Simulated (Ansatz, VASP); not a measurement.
## BN: VASP beside Ansatz

The input POSCAR:

```
BN
1.0
    2.3913285318      0.0000000000      0.0000000000
   -1.1956642659      2.0709512574      0.0000000000
    0.0000000000      0.0000000000      4.2077449317
B N
2 2
Direct
    0.6666666667      0.3333333333      0.9997995909
    0.3333333333      0.6666666667      0.4997995909
    0.6666666667      0.3333333333      0.6252004091
    0.3333333333      0.6666666667      0.1252004091
```

The input INCAR.step1:

```
PREC     = Accurate       # precision mode
ENCUT    = 520            # plane-wave cutoff, eV
ISMEAR   = 0              # smearing method
SIGMA    = 0.05           # smearing width, eV
LREAL    = False          # projectors in reciprocal space
LASPH    = True           # aspherical terms in the spheres
NELM     = 100            # most SCF steps
NBANDS   = 16             # bands
GGA      = PE             # functional
ALGO     = Normal         # electronic algorithm
EDIFF    = 1E-4           # SCF threshold, eV
LWAVE    = True           # write WAVECAR
LCHARG   = False          # write CHGCAR
```

INCAR.step2

```
PREC     = Accurate       # precision mode
ENCUT    = 520            # plane-wave cutoff, eV
EDIFF    = 1E-6           # SCF threshold, eV
ISMEAR   = 0              # smearing method
SIGMA    = 0.05           # smearing width, eV
LREAL    = False          # projectors in reciprocal space
LASPH    = True           # aspherical terms in the spheres
NELM     = 100            # most SCF steps
ALGO     = Normal         # electronic algorithm
ISIF     = 2              # what is computed and relaxed
LWAVE    = False          # write WAVECAR
LCHARG   = False          # write CHGCAR
METAGGA  = R2SCAN         # meta-GGA
LMIXTAU  = True         
NBANDS   = 16             # bands
ISTART   = 1
```

The input KPOINTS:

```
regular mesh
0
Gamma
  12 12 6
```

Input for Ansatz:

```yaml
crystal:
  lattice:
    - [2.3913285318, 0.0, 0.0]
    - [-1.1956642659, 2.0709512574, 0.0]
    - [0.0, 0.0, 4.2077449317]
  atoms:
    - { symbol: B, position: [0.6666666667, 0.3333333333, 0.9997995909] }
    - { symbol: B, position: [0.3333333333, 0.6666666667, 0.4997995909] }
    - { symbol: "N", position: [0.6666666667, 0.3333333333, 0.6252004091] }
    - { symbol: "N", position: [0.3333333333, 0.6666666667, 0.1252004091] }
basis:
  ecutwfc: 500
kpoints:
  mp_grid: { grid: [12, 12, 6] }
hamiltonian:
  xc: r2scan
scf:
  occupations: { method: gaussian, width: 0.05 }
output:
  forces: true
  stress: true
  eigenvalues: true
```

Change from the starting cell: strain -0.0600 x Voigt [1, 1, 0, 0, 0, 0], atoms carried along.

Alike in both runs: task single point; functional r2SCAN; k mesh 12 × 12 × 6; occupations gaussian, width 0.05 eV; no spin polarisation.

|  | VASP | Ansatz |
| --- | --- | --- |
| version | VASP 6.6.1 | Ansatz 0.2.0 |
| potentials or method | VASP PAW PBE potentials, release 64 (B, N), cutoff 520 eV | scalar-relativistic, plane waves, PAW |
| valence electrons in the cell | 16 | 16 |

|  | VASP | Ansatz | Ansatz less VASP |
| --- | --- | --- | --- |
| gap on the k mesh at the Fermi level (eV) | 5.22 | 5.26 | +0.045 |
| least direct gap on the mesh (eV) | 7.77 | 7.80 | +0.028 |
| pressure (GPa) | 64.4 | 62.8 | -1.59 |
| traceless stress, the component that is largest in VASP (GPa) | -54.06 | -53.79 | +0.274 |
| rms of the force components (eV/Å) | 0.212 | 0.200 | -0.0115 |

VASP's potentials were made for PBE, not for r2SCAN. Atom by atom the forces differ by 0.012 eV/Å (rms over components). Both programs put the cell under a high pressure, so it lies far from rest at this level.

Noted on VASP's run: the cell as given lies far from equilibrium.
